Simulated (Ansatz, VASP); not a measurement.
## Two plane-wave programs on CdS

The input INCAR:

```
SYSTEM = CdS
  PREC = Accurate
  ENCUT = 520
  EDIFF = 1E-7
  ISMEAR = 0
  SIGMA = 0.05
  LREAL = .FALSE.
  LASPH = .TRUE.
  NELM = 80
  ALGO = Normal
  ISIF = 2
  LWAVE = .FALSE.
  LCHARG = .FALSE.
  GGA = PE
  NBANDS = 46
```

The input KPOINTS:

```
Automatic mesh
0
G
  7 7 2
  0 0 0
```

File POSCAR:

```
CdS
1.0
   -2.0985806452     -3.6348483013      0.0000000000
    2.0985806452     -3.6348483013      0.0000000000
    0.5246451613     -3.9377523264     13.6554617430
Cd S
4 4
Direct
    0.2892382275      0.0627811639      0.9058282541
    0.4975715608      0.3961144973      0.4058282541
    0.2684048941      0.2294478306      0.1558282541
    0.0600715608     -0.1038855027      0.6558282541
    0.6274284392      0.6038855027      0.0941717459
    0.4190951059      0.2705521694      0.5941717459
    0.1899284392      0.1038855027      0.3441717459
   -0.0184048941     -0.2294478306      0.8441717459
```

Input for Ansatz:

```yaml
crystal:
  lattice:
    - [-2.0985806452, -3.6348483013, 0.0]
    - [2.0985806452, -3.6348483013, 0.0]
    - [0.5246451613, -3.9377523264, 13.655461743]
  atoms:
    - { symbol: Cd, position: [0.2892382275, 0.0627811639, 0.9058282541] }
    - { symbol: Cd, position: [0.4975715608, 0.3961144973, 0.4058282541] }
    - { symbol: Cd, position: [0.2684048941, 0.2294478306, 0.1558282541] }
    - { symbol: Cd, position: [0.0600715608, -0.1038855027, 0.6558282541] }
    - { symbol: S, position: [0.6274284392, 0.6038855027, 0.0941717459] }
    - { symbol: S, position: [0.4190951059, 0.2705521694, 0.5941717459] }
    - { symbol: S, position: [0.1899284392, 0.1038855027, 0.3441717459] }
    - { symbol: S, position: [-0.0184048941, -0.2294478306, 0.8441717459] }
basis:
  ecutwfc: 420
kpoints:
  mp_grid: { grid: [7, 7, 2] }
hamiltonian:
  xc: pbe
scf:
  occupations: { method: gaussian, width: 0.05 }
output:
  forces: true
  stress: true
  eigenvalues: true
```

Alike in both runs: task single point; functional PBE; k mesh 7 × 7 × 2; occupations gaussian, width 0.05 eV; no spin polarisation.

```csv
,VASP,Ansatz
version,VASP 6.6.1,Ansatz 0.2.0
potentials or method,"VASP PAW PBE potentials, release 64 (Cd, S), cutoff 520 eV","scalar-relativistic, plane waves, PAW"
valence electrons in the cell,72,104
```

```csv
,VASP,Ansatz,Ansatz less VASP
gap on the k mesh at the Fermi level (eV),0.70,0.69,-0.001
least direct gap on the mesh (eV),0.70,0.69,-0.001
pressure (GPa),-0.2,-0.5,-0.28
"traceless stress, the component that is largest in VASP (GPa)",1.01,1.01,+0.001
rms of the force components (eV/Å),0.179,0.175,-0.0035
```

Atom by atom the forces differ by 0.006 eV/Å (rms over components). VASP's potentials hold 72 valence electrons a cell and Ansatz's 104, so a difference there can come from the potentials and not from the codes.
